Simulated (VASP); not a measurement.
# Ta2N (P-3m1) in VASP: notebook, part 2 of 2

VASP 6.6.1.

## (5) Single point, PBEsol (13.72 Å³/atom)

File INCAR:

```
  ALGO = Normal
  EDIFF = 1E-6
  ENCUT = 520
  GGA = PS
  ISIF = 2
  ISMEAR = 0
  LASPH = True
  LCHARG = False
  LREAL = False
  LWAVE = False
  NBANDS = 20
  NELM = 60
  PREC = Accurate
  SIGMA = 0.15
```

File KPOINTS:

```
k-points
0
Gamma
  18 18 10
```

File POSCAR:

```
Ta2N
1.0
    3.1502249494      0.0000000000      0.0000000000
   -1.5751124747      2.7281748338      0.0000000000
    0.0000000000      0.0000000000      4.7902320580
Ta N
2 1
Direct
    0.6666666667      0.3333333333      0.7463700642
    0.3333333333      0.6666666667      0.2536299358
    0.0000000000      0.0000000000      0.0000000000
```

Potentials or basis: VASP PAW PBE potentials, release 64 (Ta_pv, N).

The run is started by

```
$ cat potpaw_PBE.64/Ta_pv/POTCAR potpaw_PBE.64/N/POTCAR > POTCAR
$ mpirun -np 1 vasp_std > vasp.out
```

OUTCAR:

```text
EDIFF = 1E-6
   ENCUT = 520
   GGA = PS
   ISIF = 2
   ISMEAR = 0
   LASPH = True
   LREAL = False
   NELM = 60
   PREC = Accurate

 ion  position               nearest neighbor table
   1  0.667  0.333  0.746-   3 2.19   3 2.19   3 2.19   2 2.98   2 2.98   2 2.98   2 3.04   2 3.04
                             2 3.04
   2  0.333  0.667  0.254-   3 2.19   3 2.19   3 2.19   1 2.98   1 2.98   1 2.98   1 3.04   1 3.04
                             1 3.04
   3  0.000  0.000  0.000-   1 2.19   2 2.19   2 2.19   1 2.19   1 2.19   2 2.19

  LATTYP: Found a hexagonal cell.
 ALAT       =     3.1502249494
 C/A-ratio  =     1.5206000000

  Lattice vectors:

 A1 = (   3.1502249494,   0.0000000000,   0.0000000000)
 A2 = (  -1.5751124747,   2.7281748338,   0.0000000000)
 A3 = (   0.0000000000,   0.0000000000,   4.7902320580)

Analysis of symmetry for initial positions (statically):
=====================================================================
 Subroutine PRICEL returns:
 Original cell was already a primitive cell.
[... 168 lines left out ...]
  free energy    TOTEN  =       -36.43553540 eV

  energy without entropy =      -36.42234521  energy(sigma->0) =      -36.42894030

 E-fermi :   7.2044     XC(G=0): -12.9334

 val. band max:        7.2040851229   @ k =  -0.0556   0.3333   0.1000
 cond. band min:       7.2058312415   @ k =   0.0000   0.3889   0.4000
 fundamental gap:      0.0017461186
 Fermi energy:         7.2044147553

 k-point     1 :       0.0000    0.0000    0.0000
  band No.  band energies     occupation
      1     -28.4014      2.00000
      2     -27.7343      2.00000
      3     -27.7343      2.00000
      4     -27.5918      2.00000
      5     -27.5918      2.00000
      6     -27.4151      2.00000
[... 541 lines left out ...]
     19      11.7225      0.00000
     20      11.9616      0.00000

 [... further k-points ...]

------------------------ aborting loop because EDIFF is reached ----------------------------------------

  FORCE on cell =-STRESS in cart. coord.  units (eV):
  Direction    XX          YY          ZZ          XY          YZ          ZX
  --------------------------------------------------------------------------------------
  -------------------------------------------------------------------------------------
  Total       -3.1449837     -3.1449837     -1.5786721      0.0000000      0.0000000      0.0000000
  in kB     -122.3935890   -122.3935890    -61.4373121      0.0000000      0.0000000      0.0000000
  external PRESSURE =    -102.0748300 kB  Pullay stress =       0.0000000 kB

 VOLUME and BASIS-vectors are now :
 -----------------------------------------------------------------------------
  energy-cutoff  :      520.00
  volume of cell :       41.17
      direct lattice vectors                 reciprocal lattice vectors
     3.150224949  0.000000000  0.000000000     0.317437648  0.183272712  0.000000000
    -1.575112475  2.728174834  0.000000000     0.000000000  0.366545424  0.000000000
     0.000000000  0.000000000  4.790232058     0.000000000  0.000000000  0.208758154

 POSITION                                       TOTAL-FORCE (eV/Angst)
 -----------------------------------------------------------------------------------
      1.57511      0.90939      3.57529         0.000000     -0.000000      0.383985
     -0.00000      1.81878      1.21495        -0.000000      0.000000     -0.383985
      0.00000      0.00000      0.00000        -0.000000      0.000000      0.000000
 -----------------------------------------------------------------------------------
    total drift:                                0.000000     -0.000000      0.000000

  FREE ENERGIE OF THE ION-ELECTRON SYSTEM (eV)
  ---------------------------------------------------
  free  energy   TOTEN  =       -36.4355354001 eV

  energy  without entropy=      -36.4223452070  energy(sigma->0) =      -36.42894030
```

OSZICAR:

```text
N       E                     dE             d eps       ncg     rms          rms(c)
DAV:   1     0.210475443880E+03    0.21048E+03   -0.15032E+04 13208   0.138E+03
DAV:   2    -0.300967224014E+02   -0.24057E+03   -0.23434E+03 14972   0.396E+02
DAV:   3    -0.394146206759E+02   -0.93179E+01   -0.91471E+01 16560   0.703E+01
DAV:   4    -0.395436432201E+02   -0.12902E+00   -0.12806E+00 16660   0.780E+00
DAV:   5    -0.395450342049E+02   -0.13910E-02   -0.13898E-02 16364   0.656E-01    0.263E+01
DAV:   6    -0.368300272590E+02    0.27150E+01   -0.14746E+01 17400   0.239E+01    0.124E+01
DAV:   7    -0.365035593045E+02    0.32647E+00   -0.16451E+00 15144   0.805E+00    0.660E+00
DAV:   8    -0.364401348033E+02    0.63425E-01   -0.29158E-01 15448   0.405E+00    0.416E-01
DAV:   9    -0.364361169136E+02    0.40179E-02   -0.27582E-02 16504   0.102E+00    0.248E-01
DAV:  10    -0.364356753128E+02    0.44160E-03   -0.47581E-03 16952   0.539E-01    0.770E-02
DAV:  11    -0.364355510795E+02    0.12423E-03   -0.11334E-03 15512   0.195E-01    0.320E-02
DAV:  12    -0.364355358507E+02    0.15229E-04   -0.85128E-05 15184   0.643E-02    0.832E-03
DAV:  13    -0.364355358628E+02   -0.12069E-07   -0.14864E-05 16216   0.211E-02    0.427E-03
DAV:  14    -0.364355354001E+02    0.46268E-06   -0.18485E-06 10812   0.942E-03
   1 F= -.36435535E+02 E0= -.36428940E+02  d E =-.131902E-01
```

Run time: 1.8 min. Hardware: 1 thread of Intel Xeon 6975P-C (Granite Rapids), shared host; peak memory 0.34 GiB.

What came out:

```
Free energy            : -36.4355 eV
Pressure               : -10.2 GPa
Largest force          : 0.384 eV/Å
Band gap on the k mesh : zero (an odd number of electrons rules out a gap without spin polarisation)
```

Forces in eV/Å, atoms in the order of the input:
```
Ta   0.000  0.000  0.384
Ta   0.000  0.000 -0.384
N    0.000  0.000  0.000
```

Caveat: the cell stands under tension; the PAW data sets were made with another functional, which shifts forces and pressure a little; spin-orbit coupling is left out, which moves the levels of the heavy elements.

## (6) Summary

| cell | gap on the mesh (eV) | pressure (GPa) | largest force (eV/Å) |
| --- | --- | --- | --- |
| a = 3.214, b = 3.214, c = 4.601 Å, angles 90.0, 90.0, 120.0°, 3 atoms | none | -9.4 | 0.77 |
| a = 3.088, b = 3.088, c = 4.987 Å, angles 90.0, 90.0, 120.0°, 3 atoms | none | -10.3 | 0.02 |
| a = 3.026, b = 3.026, c = 5.191 Å, angles 90.0, 90.0, 120.0°, 3 atoms | none | -9.6 | 0.38 |
| a = 3.150, b = 3.150, c = 4.790 Å, angles 90.0, 90.0, 120.0°, 3 atoms | none | -10.2 | 0.38 |

Alike in all rows: task single point; level PBEsol; potentials or basis VASP PAW PBE potentials, release 64 (Ta_pv, N); no spin polarisation; k mesh 18 × 18 × 10; cutoff (eV) 520; smearing gaussian 0.15 eV.

Caveats: the cell stands under tension; the PAW data sets were made with another functional, which shifts forces and pressure a little; spin-orbit coupling is left out, which moves the levels of the heavy elements.

Absolute energies hang on the potentials; compare differences alone.
